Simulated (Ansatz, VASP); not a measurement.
# BP: VASP beside Ansatz

```
CELL_PARAMETERS angstrom
2.27740 2.27740 0.00000
-2.27740 2.27740 0.00000
0.00000 2.27740 2.27740
ATOMIC_POSITIONS crystal
B 0.00000 0.00000 0.00000
P 0.75000 0.25000 0.50000
```

Alike in both runs: task single point; functional r2SCAN; k mesh 8 × 8 × 8; no spin polarisation.

|  | VASP | Ansatz |
| --- | --- | --- |
| version | VASP 6.6.1 | Ansatz 0.2.0 |
| potentials or method | VASP PAW PBE potentials, release 64 (B, P) | PAW with Ansatz's default frozen-core files, scalar-relativistic |
| plane-wave cutoff (eV) | 520 | 500 |
| occupations | gaussian, width 0.01 eV | fixed |
| valence electrons in the cell | 8 | 8 |

```tsv
	VASP	Ansatz	Ansatz less VASP
gap on the k mesh at the Fermi level (eV)	1.49	1.46	-0.030
pressure (GPa)	-2.5	-2.0	+0.50
```

VASP's potentials were made for PBE, not for r2SCAN.
